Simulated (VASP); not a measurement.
# Zr3H: single point with PBE

Crystal: Zr3H.

```
CELL_PARAMETERS angstrom
6.04352 0.00000 0.00000
-3.02176 5.23384 0.00000
0.00000 0.00000 4.66645
ATOMIC_POSITIONS crystal
Zr 0.16475 0.32951 0.25000
Zr 0.67049 0.83525 0.25000
Zr 0.16475 0.83525 0.25000
Zr 0.83525 0.67049 0.75000
Zr 0.32951 0.16475 0.75000
Zr 0.83525 0.16475 0.75000
H 0.33333 0.66667 0.75000
H 0.66667 0.33333 0.25000
```

```
Program                : VASP 6.6.1
Task                   : single point
Functional             : PBE
Potentials or basis    : VASP PAW PBE potentials, release 64 (Zr_sv, H)
Cutoff                 : 520 eV
k mesh                 : 3 × 3 × 4
Occupations            : gaussian, width 0.1 eV
Spin                   : no spin polarisation
Dipole correction      : no
Further INCAR settings : ALGO = Normal; EDIFF = 1e-06; NBANDS = 47
```

The pressure is 5.0 GPa, the largest force is 1.399 eV/Å and the band gap on the k mesh is zero (band 37 reaches 8.76 eV, above the bottom of band 38 at 7.89 eV).

Forces in eV/Å, atoms in the order of the input:
```
Zr   0.000  1.399  0.000
Zr  -1.211 -0.699  0.000
Zr   1.211 -0.699  0.000
Zr   0.000 -1.399  0.000
Zr   1.211  0.699  0.000
Zr  -1.211  0.699  0.000
H    0.000  0.000  0.000
H    0.000  0.000  0.000
```

Stress tensor (GPa, compression positive):
```
3.56 0.00 0.00
0.00 3.56 0.00
0.00 0.00 7.79
```

Levels at points of the mesh, in eV from the Fermi level:
```tsv
k point	band 35	band 36	band 37	band 38	band 39	band 40
(0.00, 0.00, 0.00)	-0.70	0.27	0.48	0.51	0.51	1.11
(0.00, 0.00, 0.50)	-0.47	-0.47	-0.39	-0.39	1.65	1.65
```

Wall time 40 s on 1 thread of Intel(R) Xeon(R) 6975P-C (Granite Rapids), with other jobs on the host, peak memory 0.28 GiB.

Caveat: the k points lie up to 0.40 Å⁻¹ apart; forces of over 1 eV/Å act on the atoms, so gaps and moduli don't describe the material at rest.
